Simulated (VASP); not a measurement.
Write the native input for VASP 6.6.1 that does the following.

- Task: relaxation of cell and atoms
- Functional: PBE
- Potentials or basis: VASP PAW PBE potentials, release 64 (Hf_pv, H)
- Cutoff: 600 eV
- k mesh: 6 × 6 × 4
- Occupations: gaussian, width 0.1 eV
- Spin: no spin polarisation
- Dipole correction: no
- Further INCAR settings: ALGO = Normal; EDIFF = 1e-07; IBRION = 2; EDIFFG = -0.04; NSW = 90; ISIF = 3

The structure of Hf2H lies in POSCAR:

```
Hf2H
1.0
    3.0125252900      0.0000000000      0.0000000000
   -1.5062626500      2.6089234300      0.0000000000
    0.0000000000      0.0000000000      4.8453409900
Hf H
2 1
Direct
    0.3333333300      0.6666666700      0.2500000000
    0.6666666700      0.3333333300      0.7500000000
    0.0000000000      0.0000000000      0.0000000000
```

The input as run:

INCAR

```
  PREC = Accurate
  ENCUT = 600
  EDIFF = 1E-7
  ISMEAR = 0
  SIGMA = 0.1
  LREAL = False
  LASPH = True
  NELM = 100
  ALGO = Normal
  ISIF = 3
  LWAVE = False
  LCHARG = False
  GGA = PE
  IBRION = 2
  NSW = 90
  EDIFFG = -0.04
```

KPOINTS

```
regular mesh
0
Gamma
  6 6 4
```

Potentials or basis: VASP PAW PBE potentials, release 64 (Hf_pv, H).

Launch:

```sh
$ cat potpaw_PBE.64/Hf_pv/POTCAR potpaw_PBE.64/H/POTCAR > POTCAR
$ mpirun -np 1 vasp_std > vasp.out
```

It gave:

The relaxed volume is 15.46 Å³/atom and the relaxed cell is a = 3.222 Å, b = 3.222 Å, c = 5.161 Å, α = 90.00°, β = 90.00°, γ = 120.00°. The space group after relaxing (to 0.05 Å) is P-3m1 (No. 164) and the energy gained by relaxing is 259.3 meV/atom. The ionic steps are 6, the pressure after relaxing is 0.2 GPa and the largest force after relaxing is 0.005 eV/Å.

Caveat: the k points lie up to 0.38 Å⁻¹ apart in the final cell; the volume moved by over 15 % at a fixed basis, so the end points are rough.

Wall time 51 s on 1 thread of Intel(R) Xeon(R) Platinum 8488C (Sapphire Rapids), on a shared host, peak memory 0.17 GiB.
